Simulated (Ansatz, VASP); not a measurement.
## Two plane-wave programs on ZnGe3

POSCAR

```
ZnGe3
1.0
    4.3320835009      0.0000000000      0.0000000000
    0.0000000000      4.3320835009      0.0000000000
    0.0000000000      0.0000000000      4.3320835009
Zn Ge
1 3
Direct
    0.0000000000      0.0000000000      0.0000000000
    0.0000000000      0.5000000000      0.5000000000
    0.5000000000      0.0000000000      0.5000000000
    0.5000000000      0.5000000000      0.0000000000
```

Contents of INCAR.step1:

```
SYSTEM = ZnGe3
PREC = Accurate ; ENCUT = 520
ISMEAR = 1 ; SIGMA = 0.1
LREAL = .FALSE. ; LASPH = .TRUE.
NELM = 60 ; NBANDS = 35
GGA = PE ; ALGO = Normal
EDIFF = 1E-4 ; LWAVE = .TRUE.
LCHARG = .FALSE.
```

Contents of INCAR.step2:

```
SYSTEM = ZnGe3
PREC = Accurate ; ENCUT = 520
EDIFF = 1E-6 ; ISMEAR = 1
SIGMA = 0.1 ; LREAL = .FALSE.
LASPH = .TRUE. ; NELM = 60
ALGO = Normal ; ISIF = 2
LWAVE = .FALSE. ; LCHARG = .TRUE.
METAGGA = R2SCAN ; LMIXTAU = .TRUE.
LELF = .TRUE. ; LVHAR = .TRUE.
NBANDS = 35 ; ISTART = 1
```

KPOINTS

```
regular mesh
0
G
  6 6 6
  0 0 0
```

Input for Ansatz:

```yaml
crystal:
  lattice:
    - [4.332083500882595, 0.0, 0.0]
    - [0.0, 4.332083500882595, 0.0]
    - [0.0, 0.0, 4.332083500882595]
  atoms:
    - { symbol: Zn, position: [0.0, 0.0, 0.0] }
    - { symbol: Ge, position: [0.0, 0.5, 0.5] }
    - { symbol: Ge, position: [0.5, 0.0, 0.5] }
    - { symbol: Ge, position: [0.5, 0.5, 0.0] }
basis:
  ecutwfc: 650.0
kpoints:
  mp_grid:
    grid: [6, 6, 6]
hamiltonian:
  xc: r2scan
scf:
  occupations:
    method: cold
output:
  stress: true
```

Alike in both runs: task single point; functional r2SCAN; k mesh 6 × 6 × 6; no spin polarisation.

```csv
,VASP,Ansatz
version,VASP 6.6.1,Ansatz 0.2.0
potentials or method,"VASP PAW PBE potentials, release 64 (Zn, Ge_d), cutoff 520 eV","plane waves, PAW"
occupations,"methfessel-paxton of order 1, width 0.1 eV",cold
valence electrons in the cell,54,54
```

Ansatz gave:

```
pressure (GPa) : -6.4
```

Task: Which values does VASP return?

Result: Pressure (GPa): -6.5.

VASP's potentials were made for PBE, not for r2SCAN.
